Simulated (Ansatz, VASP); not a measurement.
**CuO in VASP and in Ansatz**

```
Cu O
1.0
     2.34465   -1.71340    0.00000
     2.34465    1.71340    0.00000
    -0.86055    0.00000    5.05944
Cu O
2 2
Direct
  0.00320 0.49680 0.00000
  0.49680 0.00320 0.50000
  0.57140 0.40560 0.25370
  0.40560 0.57140 0.75370
```

Alike in both runs: task single point; functional PBEsol; k mesh 8 × 8 × 4; occupations gaussian, width 0.1 eV; no spin polarisation.

```csv
,VASP,Ansatz
version,VASP 6.6.1,Ansatz 0.2.0
potentials or method,"VASP PAW PBE potentials, release 64 (Cu, O), cutoff 520 eV","scalar-relativistic, plane waves, PAW"
valence electrons in the cell,34,50
```

Ansatz gave:

```
gap on the k mesh at the Fermi level (eV)                     : none
pressure (GPa)                                                : -2.7
traceless stress, the component that is largest in VASP (GPa) : 2.25
rms of the force components (eV/Å)                            : 0.426
```

Estimate VASP's values.

gap on the k mesh at the Fermi level (eV): none; pressure (GPa): -2.1; traceless stress, the component that is largest in VASP (GPa): 1.88; rms of the force components (eV/Å): 0.433.

VASP's potentials were made for PBE, not for PBEsol. Atom by atom the forces differ by 0.022 eV/Å (rms over components). A gap of «none» marks a metal or a gap that the smearing closes. VASP's potentials hold 34 valence electrons a cell and Ansatz's 50, so a difference there can come from the potentials and not from the codes.
